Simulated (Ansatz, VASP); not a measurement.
One calculation of Al4B3Sb, two programs

INCAR

```
PREC = Accurate ; ENCUT = 520
EDIFF = 1E-6 ; ISMEAR = 0
SIGMA = 0.2 ; LREAL = False
LASPH = True ; NELM = 100
ALGO = Normal ; ISIF = 2
LWAVE = False ; LCHARG = False
GGA = PE ; NBANDS = 23
```

The input KPOINTS:

```
regular mesh
0
Gamma
  8 6 2
```

File POSCAR:

```
Al4B3Sb
1.0
    3.0720878187      0.0000000000      0.0000000000
    0.0000000000      3.2603418017      0.0000000000
    0.0000000000      0.0000000000     11.1192443890
Al B Sb
4 3 1
Direct
    0.5000000000      0.5000000000      0.4911005685
    0.5000000000      0.0000000000      0.1524327427
    0.0000000000      0.5000000000      0.3012369083
    0.0000000000      0.0000000000      0.9312047522
    0.5000000000      0.5000000000      0.0057726382
    0.5000000000      0.0000000000      0.3498011271
    0.0000000000      0.5000000000      0.0878189701
    0.0000000000      0.0000000000      0.6806332829
```

Input for Ansatz:

```yaml
crystal:
  lattice:
    - [3.0720878187, 0.0, 0.0]
    - [0.0, 3.2603418017, 0.0]
    - [0.0, 0.0, 11.119244389]
  atoms:
    - { symbol: Al, position: [0.5, 0.5, 0.4911005685] }
    - { symbol: Al, position: [0.5, 0.0, 0.1524327427] }
    - { symbol: Al, position: [0.0, 0.5, 0.3012369083] }
    - { symbol: Al, position: [0.0, 0.0, 0.9312047522] }
    - { symbol: B, position: [0.5, 0.5, 0.0057726382] }
    - { symbol: B, position: [0.5, 0.0, 0.3498011271] }
    - { symbol: B, position: [0.0, 0.5, 0.0878189701] }
    - { symbol: Sb, position: [0.0, 0.0, 0.6806332829] }
basis:
  ecutwfc: 420
kpoints:
  mp_grid: { grid: [8, 6, 2] }
hamiltonian:
  xc: pbe
scf:
  occupations: { method: gaussian, width: 0.2 }
  lower_state_search: "off"
output:
  forces: true
  stress: true
  eigenvalues: true
```

Alike in both runs: task single point; functional PBE; k mesh 8 × 6 × 2; occupations gaussian, width 0.2 eV; no spin polarisation.

|  | VASP | Ansatz |
| --- | --- | --- |
| version | VASP 6.6.1 | Ansatz 0.2.0 |
| potentials or method | VASP PAW PBE potentials, release 64 (Al, B, Sb), cutoff 520 eV | scalar-relativistic, plane waves, PAW |
| valence electrons in the cell | 26 | 36 |

Ansatz gave:

- gap on the k mesh at the Fermi level (eV): none
- pressure (GPa): 0.0
- traceless stress, the component that is largest in VASP (GPa): 1.23
- rms of the force components (eV/Å): 0.051

Q: What did VASP give for the same quantities?

A: gap on the k mesh at the Fermi level (eV): none; pressure (GPa): 0.0; traceless stress, the component that is largest in VASP (GPa): 1.19; rms of the force components (eV/Å): 0.053.

Atom by atom the forces differ by 0.004 eV/Å (rms over components). A gap of «none» marks a metal or a gap that the smearing closes. VASP's potentials hold 26 valence electrons a cell and Ansatz's 36, so a difference there can come from the potentials and not from the codes.

Spin-orbit coupling is off throughout.
